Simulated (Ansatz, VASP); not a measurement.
# KCl in VASP and in Ansatz

The input POSCAR:

```
KCl
1.0
    0.0000000000      3.2077452785      3.1309017200
    3.2077452785      0.0000000000      3.1309017200
    3.2077452785      3.2077452785      0.0000000000
K Cl
1 1
Direct
    0.0000000000      0.0000000000      0.0000000000
    0.5000000000      0.5000000000      0.5000000000
```

Contents of INCAR.step1:

```
PREC = Accurate ; ENCUT = 520
ISMEAR = 0 ; SIGMA = 0.01
LREAL = F ; LASPH = T
NELM = 60 ; NBANDS = 15
GGA = PE ; ALGO = Normal
EDIFF = 1E-4 ; LWAVE = T
LCHARG = F
```

INCAR.step2

```
PREC = Accurate ; ENCUT = 520
EDIFF = 1E-7 ; ISMEAR = 0
SIGMA = 0.01 ; LREAL = F
LASPH = T ; NELM = 60
ALGO = Normal ; ISIF = 2
LWAVE = F ; LCHARG = F
METAGGA = R2SCAN ; LMIXTAU = T
NBANDS = 15 ; ISTART = 1
```

File KPOINTS:

```
regular mesh
0
Gamma
  8 8 8
```

Input for Ansatz:

```yaml
crystal:
  lattice:
    - [0.0, 3.2077452785, 3.13090172]
    - [3.2077452785, 0.0, 3.13090172]
    - [3.2077452785, 3.2077452785, 0.0]
  atoms:
    - { symbol: K, position: [0.0, 0.0, 0.0] }
    - { symbol: Cl, position: [0.5, 0.5, 0.5] }
kpoints:
  mp_grid: { grid: [8, 8, 8] }
  band_path:
    path:
      - [0.0, 0.0, 0.0]
      - [0.5, 0.0, 0.5]
      - [0.625, 0.25, 0.625]
      - [0.375, 0.375, 0.75]
      - [0.5, 0.5, 0.5]
      - [0.5, 0.25, 0.75]
    npoints: 1
hamiltonian:
  xc: r2scan
scf:
  occupations: { method: fixed }
  n_extra_bands: 4
output:
  forces: true
  stress: true
  eigenvalues: true
```

Change from the starting cell: epitaxial_xy strain +2.0%.

Alike in both runs: task single point; functional r2SCAN; k mesh 8 × 8 × 8; no spin polarisation.

|  | VASP | Ansatz |
| --- | --- | --- |
| version | VASP 6.6.1 | Ansatz 0.2.0 |
| potentials or method | VASP PAW PBE potentials, release 64 (K_sv, Cl) | plane waves, PAW |
| plane-wave cutoff (eV) | 520 | 500 |
| occupations | gaussian, width 0.01 eV | fixed |
| valence electrons in the cell | 16 | 16 |

|  | VASP | Ansatz | Ansatz less VASP |
| --- | --- | --- | --- |
| gap on the k mesh at the Fermi level (eV) | 5.70 | 5.70 | -0.004 |
| pressure (GPa) | -0.6 | -0.6 | +0.03 |
| traceless stress, the component that is largest in VASP (GPa) | 0.58 | 0.57 | -0.008 |

VASP's potentials were made for PBE, not for r2SCAN.
